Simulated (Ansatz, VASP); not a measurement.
# W in VASP and in Ansatz

```
W
1.0
     0.00000    1.93584    2.25912
     1.93584    0.00000    2.25912
     1.93584    1.93584    0.00000
W
1
Direct
  0.00000 0.00000 0.00000
```

Alike in both runs: task single point; functional LDA; k mesh 22 × 22 × 22; occupations gaussian, width 0.15 eV; no spin polarisation.

|  | VASP | Ansatz |
| --- | --- | --- |
| version | VASP 6.6.1 | Ansatz 0.2.0 |
| potentials or method | VASP PAW LDA potentials, release 64 (W_sv), cutoff 520 eV | scalar-relativistic, plane waves, PAW |
| valence electrons in the cell | 14 | 14 |

```csv
,VASP,Ansatz,Ansatz less VASP
gap on the k mesh at the Fermi level (eV),none,none,-
pressure (GPa),-18.9,-20.2,-1.31
"traceless stress, the component that is largest in VASP (GPa)",3.51,3.64,+0.124
```

Ansatz warns that its potentials were made for another functional, while VASP's fit it. LDA's correlation is that of Perdew and Zunger in VASP and of Perdew and Wang (1992) in Ansatz. A gap of «none» marks a metal or a gap that the smearing closes.

Neither program's run includes spin-orbit coupling.
